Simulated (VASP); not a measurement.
# Pb (P6_3/mmc) in VASP: single point with LDA

Aim: the single point of Pb with LDA.

Everything below comes from runs of VASP 6.6.1. Logs are shortened: lines on timing, memory, paths and dates and some standing lists are left out, and cuts for length are marked.

## Step 1: The cell of the first run

It takes space group P6_3/mmc (No. 194, hexagonal). Conventional cell: a = 3.524 Å, b = 3.524 Å, c = 11.495 Å, α = 90.00°, β = 90.00°, γ = 120.00°. Pb (site symmetry -6m2) has 12 Pb at 3.52 Å within 4.6 Å. Pb (site symmetry -3m) has 12 Pb at 3.52 Å within 4.6 Å.

This isn't the form of Pb at room conditions, which is fcc.

## Step 2: Single point, LDA, non-collinear spin, zero start, spin-orbit coupling

INCAR reads:

```
SYSTEM = Pb
  PREC = Accurate
  ENCUT = 520
  EDIFF = 1E-6
  ISMEAR = 1
  SIGMA = 0.01
  LREAL = .False.
  LASPH = .True.
  NELM = 150
  ALGO = Normal
  ISIF = 2
  LWAVE = .False.
  LCHARG = .False.
  LNONCOLLINEAR = .True.
  MAGMOM = 0 0 0 0 0 0 0 0 0 0 0 0
  LORBIT = 11
  LSORBIT = .True.
  GGA_COMPAT = .False.
  LORBMOM = .True.
  NBANDS = 70
```

KPOINTS reads:

```
Automatic mesh
0
Gamma
  7 7 2
  0 0 0
```

POSCAR reads:

```
Pb
1.0
    3.5243661423      0.0000000000      0.0000000000
   -1.7621830712      3.0521906115      0.0000000000
    0.0000000000      0.0000000000     11.4952418100
Pb
4
Direct
    0.6666666667      0.3333333333      0.7500000000
    0.0000000000      0.0000000000      0.5000000000
    0.3333333333      0.6666666667      0.2500000000
    0.0000000000      0.0000000000      0.0000000000
```

Potentials or basis: VASP PAW LDA potentials, release 64 (Pb_d).

On the command line:

```sh
$ cat potpaw_LDA.64/Pb_d/POTCAR > POTCAR
$ mpirun -np 1 vasp_ncl > vasp.out
```

OUTCAR:

```text
SYSTEM = Pb
   PREC = Accurate
   ENCUT = 520
   EDIFF = 1E-6
   ISMEAR = 1
   LREAL = .False.
   LASPH = .True.
   NELM = 150
   ISIF = 2
   LNONCOLLINEAR = .True.
   LORBIT = 11
   LSORBIT = .True.

 ion  position               nearest neighbor table
   1  0.667  0.333  0.750-   2 3.52   4 3.52   2 3.52   4 3.52   2 3.52   4 3.52
   2  0.000  0.000  0.500-   1 3.52   3 3.52   1 3.52   3 3.52   1 3.52   3 3.52
   3  0.333  0.667  0.250-   2 3.52   4 3.52   2 3.52   4 3.52   2 3.52   4 3.52
   4  0.000  0.000  0.000-   1 3.52   3 3.52   1 3.52   3 3.52   1 3.52   3 3.52

  LATTYP: Found a hexagonal cell.
 ALAT       =     3.5243661423
 C/A-ratio  =     3.2616480087

  Lattice vectors:

 A1 = (   3.5243661423,   0.0000000000,   0.0000000000)
 A2 = (  -1.7621830712,   3.0521906115,   0.0000000000)
 A3 = (   0.0000000000,   0.0000000000,  11.4952418100)

Analysis of symmetry for initial positions (statically):
=====================================================================
 Subroutine PRICEL returns:
 Original cell was already a primitive cell.

 Routine SETGRP: Setting up the symmetry group for a
 hexagonal supercell.

 Subroutine GETGRP returns: Found 24 space group operations
 (whereof 12 operations were pure point group operations)
 out of a pool of 24 trial point group operations.

The static configuration has the point symmetry D_3d.
 The point group associated with its full space group is D_6h.

Analysis of symmetry for dynamics (positions and initial velocities):
=====================================================================
 Subroutine PRICEL returns:
 Original cell was already a primitive cell.

 Routine SETGRP: Setting up the symmetry group for a
 hexagonal supercell.

 Subroutine GETGRP returns: Found 24 space group operations
 (whereof 12 operations were pure point group operations)
 out of a pool of 24 trial point group operations.

The dynamic configuration has the point symmetry D_3d.
 The point group associated with its full space group is D_6h.

Analysis of structural, dynamic, and magnetic symmetry:
=====================================================================
 Subroutine PRICEL returns:
 Original cell was already a primitive cell.

 Routine SETGRP: Setting up the symmetry group for a
 hexagonal supercell.

 Subroutine GETGRP returns: Found 24 space group operations
 (whereof 12 operations were pure point group operations)
 out of a pool of 24 trial point group operations.

The overall configuration has the point symmetry D_3d.
 The point group associated with its full space group is D_6h.

 Subroutine INISYM returns: Found 24 space group operations
 (whereof 12 operations are pure point group operations),
 and found     1 'primitive' translations

----------------------------------------------------------------------------------------

                                     Primitive cell

  volume of cell :     123.6547

  direct lattice vectors                    reciprocal lattice vectors
     3.524366142  0.000000000  0.000000000     0.283738965  0.163816768  0.000000000
    -1.762183071  3.052190611  0.000000000     0.000000000  0.327633535  0.000000000
     0.000000000  0.000000000 11.495241810     0.000000000  0.000000000  0.086992515

  length of vectors
     3.524366142  3.524366142 11.495241810     0.327633535  0.327633535  0.086992515

  position of ions in fractional coordinates (direct lattice)
     0.666666667  0.333333333  0.750000000
     0.000000000  0.000000000  0.500000000
     0.333333333  0.666666667  0.250000000
     0.000000000  0.000000000  0.000000000

  ion indices of the primitive-cell ions
   primitive index   ion index
                 1           1
                 2           2
                 3           3
                 4           4

----------------------------------------------------------------------------------------

 KPOINTS: Automatic mesh

Automatic generation of k-mesh.
 Grid dimensions read from file:
 generate k-points for:    7    7    2

 Generating k-lattice:

  Cartesian coordinates                     Fractional coordinates (reciprocal lattice)
     0.040534138  0.023402395  0.000000000     0.142857143  0.000000000  0.000000000
     0.000000000  0.046804791  0.000000000     0.000000000  0.142857143  0.000000000
     0.000000000  0.000000000  0.043496258     0.000000000  0.000000000  0.500000000

  Length of vectors
     0.046804791  0.046804791  0.043496258

  Shift w.r.t. Gamma in fractional coordinates (k-lattice)
     0.000000000  0.000000000  0.000000000

 Subroutine IBZKPT returns following result:
 ===========================================

 Found     16 irreducible k-points:

 Following reciprocal coordinates:
            Coordinates               Weight
  0.000000  0.000000  0.000000      1.000000
[... 52 lines left out ...]
     AMIX     =   0.40;   BMIX     =  1.00
     AMIX_MAG =   1.60;   BMIX_MAG =  1.00
  volume/ion in A,a.u.               =      30.91       208.62
  Fermi-wavevector in a.u.,A,eV,Ry     =   1.257189  2.375743 21.504338  1.580524
  Thomas-Fermi vector in A             =   2.390860
   LORBIT       =     11    0 simple, 1 ext, 2 COOP (PROOUT), +10 PAW based schemes
   GGA     = CA    functional components
   LHFCALC =     F    Hartree Fock is set to
   AEXX    =    0.0000 exact exchange contribution
   IVDW    =     0    specifies the selected vdW correction
   LEPSILON=     F    determine dielectric tensor
   LRPA    =     F    only Hartree local field effects (RPA)
 Methfessel and Paxton  Order N= 1 SIGMA  =   0.01
  energy-cutoff  :      520.00
  volume of cell :      123.65
 maximum number of plane-waves:      6804
 NGX is ok and might be reduce to    28
   NGX = 13   NGY = 13   NGZ = 43

 number of electron      56.0000000 magnetization       0.0000000      0.0000000      0.0000000

 number of electron      56.0000006 magnetization      -0.0000000      0.0000000      0.0000000

 number of electron      56.0000006 magnetization      -0.0000000      0.0000000     -0.0000000

 Free energy of the ion-electron system (eV)
  ---------------------------------------------------
  ext. energy  EPLUGINS =         0.00000000
  ---------------------------------------------------
  free energy    TOTEN  =       -19.15911895 eV

  energy without entropy =      -19.15896066  energy(sigma->0) =      -19.15906619

 E-fermi :   6.8472     XC(G=0): -10.3464

 val. band max:        6.8449708320   @ k =   0.4286   0.1429   0.0000
 cond. band min:       6.8523088555   @ k =   0.4286   0.1429   0.5000
 fundamental gap:      0.0073380235
 Fermi energy:         6.8472261640

 k-point     1 :       0.0000    0.0000    0.0000
  band No.  band energies     occupation
      1     -11.6005      1.00000
      2     -11.6005      1.00000
      3     -11.5964      1.00000
      4     -11.5964      1.00000
      5     -11.5919      1.00000
      6     -11.5919      1.00000
[... 1125 lines left out ...]
     67       9.1035      0.00000
     68       9.1035      0.00000
 [bands above 68 left out]

------------------------ aborting loop because EDIFF is reached ----------------------------------------

  FORCE on cell =-STRESS in cart. coord.  units (eV):
  Direction    XX          YY          ZZ          XY          YZ          ZX
  --------------------------------------------------------------------------------------
  -------------------------------------------------------------------------------------
  Total       -1.4305295     -1.4305295     -2.7482724      0.0000000      0.0000000      0.0000000
  in kB      -18.5351713    -18.5351713    -35.6089831      0.0000000      0.0000000      0.0000000
  external PRESSURE =     -24.2264419 kB  Pullay stress =       0.0000000 kB

 VOLUME and BASIS-vectors are now :
 -----------------------------------------------------------------------------
  energy-cutoff  :      520.00
  volume of cell :      123.65
      direct lattice vectors                 reciprocal lattice vectors
     3.524366142  0.000000000  0.000000000     0.283738965  0.163816768  0.000000000
    -1.762183071  3.052190611  0.000000000     0.000000000  0.327633535  0.000000000
     0.000000000  0.000000000 11.495241810     0.000000000  0.000000000  0.086992515

 POSITION                                       TOTAL-FORCE (eV/Angst)
 -----------------------------------------------------------------------------------
      1.76218      1.01740      8.62143         0.000000      0.000000      0.000000
      0.00000      0.00000      5.74762        -0.000000      0.000000     -0.000000
     -0.00000      2.03479      2.87381        -0.000000     -0.000000     -0.000000
      0.00000      0.00000      0.00000        -0.000000      0.000000     -0.000000
 -----------------------------------------------------------------------------------
    total drift:                               -0.000000      0.000000      0.000000

  FREE ENERGIE OF THE ION-ELECTRON SYSTEM (eV)
  ---------------------------------------------------
  free  energy   TOTEN  =       -19.1591189509 eV

  energy  without entropy=      -19.1589606590  energy(sigma->0) =      -19.15906619

 orbital moment (x)

 # of ion     p       d       tot
 ----------------------------------------
  1        -0.000   0.000   0.000
  2         0.000   0.000   0.000
  3        -0.000  -0.000  -0.000
  4        -0.000  -0.000  -0.000
 ----------------------------------------
           -0.000   0.000  -0.000

 orbital moment (y)

 # of ion     p       d       tot
 ----------------------------------------
  1        -0.000   0.000   0.000
  2         0.000  -0.000  -0.000
  3         0.000  -0.000  -0.000
  4        -0.000   0.000   0.000
 ----------------------------------------
           -0.000  -0.000  -0.000

 orbital moment (z)

 # of ion     p       d       tot
 ----------------------------------------
  1         0.000  -0.000   0.000
  2         0.000   0.000   0.000
  3         0.000   0.000   0.000
  4        -0.000   0.000  -0.000
 ----------------------------------------
            0.000   0.000   0.000

 Spin-Orbit-Coupling matrix elements

 Ion:    1  E_soc:     -1.1955433
 l=   1
     0.0000000    -0.1301868    -0.1308126
    -0.1301868     0.0000000    -0.1301868
    -0.1308126    -0.1301868     0.0000000
 l=   2
     0.0000000    -0.0137588     0.0000000    -0.0137588    -0.0551091
    -0.0137588     0.0000000    -0.0413673    -0.0137064    -0.0137588
     0.0000000    -0.0413673     0.0000000    -0.0413673     0.0000000
    -0.0137588    -0.0137064    -0.0413673     0.0000000    -0.0137588
    -0.0551091    -0.0137588     0.0000000    -0.0137588     0.0000000
 l=   3
     0.0000000     0.0000000     0.0000000     0.0000000     0.0000000     0.0000000     0.0000000
     0.0000000     0.0000000     0.0000000     0.0000000     0.0000000     0.0000000     0.0000000
     0.0000000     0.0000000     0.0000000     0.0000000     0.0000000     0.0000000     0.0000000
     0.0000000     0.0000000     0.0000000     0.0000000     0.0000000     0.0000000     0.0000000
[... 49 lines left out ...]
 l=   2
     0.0000000    -0.0137574     0.0000000    -0.0137574    -0.0551371
    -0.0137574     0.0000000    -0.0412734    -0.0135599    -0.0137574
     0.0000000    -0.0412734     0.0000000    -0.0412734     0.0000000
    -0.0137574    -0.0135599    -0.0412734     0.0000000    -0.0137574
    -0.0551371    -0.0137574     0.0000000    -0.0137574     0.0000000
 l=   3
     0.0000000     0.0000000     0.0000000     0.0000000     0.0000000     0.0000000     0.0000000
     0.0000000     0.0000000     0.0000000     0.0000000     0.0000000     0.0000000     0.0000000
     0.0000000     0.0000000     0.0000000     0.0000000     0.0000000     0.0000000     0.0000000
     0.0000000     0.0000000     0.0000000     0.0000000     0.0000000     0.0000000     0.0000000
     0.0000000     0.0000000     0.0000000     0.0000000     0.0000000     0.0000000     0.0000000
     0.0000000     0.0000000     0.0000000     0.0000000     0.0000000     0.0000000     0.0000000
     0.0000000     0.0000000     0.0000000     0.0000000     0.0000000     0.0000000     0.0000000

 total charge

# of ion       s       p       d       tot
------------------------------------------
    1        1.403   0.758   9.805  11.966
    2        1.400   0.760   9.805  11.965
    3        1.403   0.758   9.805  11.966
    4        1.400   0.760   9.805  11.965
--------------------------------------------------
tot          5.606   3.035  39.220  47.861

 magnetization (x)

# of ion       s       p       d       tot
------------------------------------------
    1       -0.000  -0.000   0.000  -0.000
    2        0.000   0.000   0.000   0.000
    3       -0.000   0.000  -0.000  -0.000
    4       -0.000   0.000   0.000  -0.000
--------------------------------------------------
tot         -0.000  -0.000  -0.000  -0.000

 magnetization (y)

# of ion       s       p       d       tot
------------------------------------------
    1        0.000   0.000   0.000   0.000
    2        0.000  -0.000   0.000   0.000
    3        0.000  -0.000  -0.000  -0.000
    4       -0.000   0.000  -0.000  -0.000
--------------------------------------------------
tot          0.000  -0.000   0.000   0.000

 magnetization (z)

# of ion       s       p       d       tot
------------------------------------------
    1        0.000   0.000   0.000   0.000
    2       -0.000   0.000  -0.000  -0.000
    3        0.000   0.000   0.000   0.000
    4       -0.000   0.000  -0.000  -0.000
--------------------------------------------------
tot         -0.000   0.000  -0.000  -0.000
```

Run time: 3.9 min. Hardware: 1 thread of Intel Xeon Platinum 8259CL at 2.50GHz (Skylake/Cascade Lake), shared host; peak memory 0.47 GiB.

Results:

```
Free energy                                           : -19.1591 eV
Pressure                                              : -2.4 GPa
Net moment                                            : 0.00 μB per cell
Valence electrons inside the program's atomic spheres : Pb 11.97, 11.96 (each value once)
```

Moments on the atoms (μB; x, y, z):
```
Pb  0.00 0.00 0.00
Pb  0.00 0.00 0.00
Pb  0.00 0.00 0.00
Pb  0.00 0.00 0.00
```
